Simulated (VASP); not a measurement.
Write the native input for VASP 6.6.1 that does the following.

```
Task                   : single point
Functional             : r2SCAN
Potentials or basis    : VASP PAW PBE potentials, release 64 (Ba_sv, Ti_sv, O)
Cutoff                 : 660 eV
k mesh                 : 6 × 6 × 6
Occupations            : gaussian, width 0.01 eV
Spin                   : no spin polarisation
Dipole correction      : no
Further INCAR settings : ALGO = Normal; EDIFF = 1e-06; NBANDS = 28
```

The system is BaTiO3.

```xyz
5
Lattice="2.8274 1.6324 2.3184 -2.8274 1.6324 2.3184 0.0000 -3.2648 2.3184" Properties=species:S:1:pos:R:3 pbc="T T T"
Ba    0.0000    0.0000    0.0000
Ti    0.0000    0.0000    3.3698
O     0.0000    1.6033    2.3988
O    -1.3885   -0.8017    2.3988
O     1.3885   -0.8017    2.3988
```

The input as run:

POSCAR

```
BaTiO3
1.0
    2.8273700000      1.6323800000      2.3183900000
   -2.8273700000      1.6323800000      2.3183900000
    0.0000000000     -3.2647600000      2.3183900000
Ba Ti O
1 1 3
Direct
    0.0000000000      0.0000000000      0.0000000000
    0.4845000000      0.4845000000      0.4845000000
    0.5086000000      0.5086000000      0.0175000000
    0.0175000000      0.5086000000      0.5086000000
    0.5086000000      0.0175000000      0.5086000000
```

INCAR.step1

```
SYSTEM = BaTiO3
PREC     = Accurate       ! precision mode
ENCUT    = 660            ! plane-wave cutoff, eV
ISMEAR   = 0              ! smearing method
SIGMA    = 0.01           ! smearing width, eV
LREAL    = .FALSE.        ! projectors in reciprocal space
LASPH    = .TRUE.         ! aspherical terms in the spheres
NELM     = 120            ! most SCF steps
NBANDS   = 28             ! bands
GGA      = PE             ! functional
ALGO     = Normal         ! electronic algorithm
EDIFF    = 1E-5           ! SCF threshold, eV
LWAVE    = .TRUE.         ! write WAVECAR
LCHARG   = .FALSE.        ! write CHGCAR
GGA_COMPAT= .FALSE.
```

INCAR.step2

```
SYSTEM = BaTiO3
PREC     = Accurate       ! precision mode
ENCUT    = 660            ! plane-wave cutoff, eV
EDIFF    = 1E-6           ! SCF threshold, eV
ISMEAR   = 0              ! smearing method
SIGMA    = 0.01           ! smearing width, eV
LREAL    = .FALSE.        ! projectors in reciprocal space
LASPH    = .TRUE.         ! aspherical terms in the spheres
NELM     = 120            ! most SCF steps
ALGO     = Normal         ! electronic algorithm
ISIF     = 2              ! what is computed and relaxed
LWAVE    = .FALSE.        ! write WAVECAR
LCHARG   = .FALSE.        ! write CHGCAR
METAGGA  = R2SCAN         ! meta-GGA
LMIXTAU  = .TRUE.       
NBANDS   = 28             ! bands
ISTART   = 1            
GGA_COMPAT= .FALSE.
```

KPOINTS

```
regular mesh
0
G
  6 6 6
  0 0 0
```

Potentials or basis: VASP PAW PBE potentials, release 64 (Ba_sv, Ti_sv, O).

Command:

```console
$ cat potpaw_PBE.64/Ba_sv/POTCAR potpaw_PBE.64/Ti_sv/POTCAR potpaw_PBE.64/O/POTCAR > POTCAR
$ cp INCAR.step1 INCAR
$ mpirun -np 1 vasp_std > vasp.out
$ cp INCAR.step2 INCAR
$ mpirun -np 1 vasp_std > vasp.out
```

It gave:

* Pressure: 3.7 GPa
* Largest force: 0.253 eV/Å
* Band gap on the k mesh: 2.78 eV, indirect (least direct gap 3.19 eV)

Caveat: the PAW data sets were made with another functional, which shifts forces and pressure a little; spin-orbit coupling is left out, which moves the levels of the heavy elements.

Wall time 110 s on 1 thread of Intel(R) Xeon(R) 6975P-C (Granite Rapids) (shared host), peak memory 0.26 GiB.
